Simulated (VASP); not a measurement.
Ge:

```
Ge
1.0
     2.89501   -3.26644    0.00000
     2.89501    3.26644    0.00000
     0.00000    0.00000    1.71947
Ge
1
Cartesian
  0.0000 0.0000 0.0000
```

```yaml
Program: VASP 6.6.1
Task: relaxation of cell and atoms
Functional: PBE
Potentials_or_basis: VASP PAW PBE potentials, release 64 (Ge_d)
Cutoff: 600 eV
k_mesh: 4 × 4 × 10
Occupations: gaussian, width 0.1 eV
Spin: no spin polarisation
```

At the start: pressure 69.4 GPa; volume 32.52 Å³/atom.

Problem. How do energy, volume and symmetry change on relaxing?

Solution. Over 27 steps the energy falls by 5445.5 meV/atom and the volume is 19.76 Å³/atom (-39.3 %); space group P4/mmm (No. 123, to 0.05 Å).

Step by step:
```tsv
step	energy change (eV)	largest force (eV/Å)	pressure (GPa)	volume (Å³)
1	0.0000	0.0000	69.42	32.52
2	17.6566	0.0000	-57.73	100.76
3	-2.1880	0.0000	-16.73	65.58
4	-3.9081	0.0000	-8.30	55.91
5	-4.3313	0.0000	-4.73	50.79
6	-4.4086	0.0000	-1.74	47.73
7	-4.4085	0.0000	-2.08	48.03
8	-4.4778	0.0000	-2.58	44.81
9	-4.6337	0.0000	-3.58	39.06
10	-4.9882	0.0000	-5.56	28.66
11	-3.5927	0.0000	109.51	12.46
12	-5.0678	0.0000	-5.18	26.86
13	-5.3927	0.0000	5.16	19.02
14	-5.4085	0.0000	6.70	18.38
15	-5.4080	0.0000	7.30	18.26
16	-5.4087	0.0000	6.89	18.33
17	-5.4387	0.0000	3.42	19.14
18	-5.4443	0.0000	0.48	19.70
19	-5.4442	0.0000	0.12	19.73
20	-5.4450	0.0000	-0.15	19.82
21	-5.4450	0.0000	-0.30	19.85
22	-5.4452	0.0000	0.17	19.80
23	-5.4452	0.0000	0.03	19.79
24	-5.4452	0.0000	0.06	19.78
25	-5.4452	0.0000	0.26	19.76
26	-5.4453	0.0000	0.18	19.76
27	-5.4455	0.0000	0.18	19.76
```

Final structure:
```
Ge
1.0
     1.89153   -1.89027    0.00000
     1.89153    1.89027    0.00000
     0.00000    0.00000    2.76266
Ge
1
Direct
  0.00000 0.00000 0.00000
```

Caveat: the k points lie up to 0.59 Å⁻¹ apart in the final cell; the volume moved by over 15 % at a fixed basis, so the end points are rough.
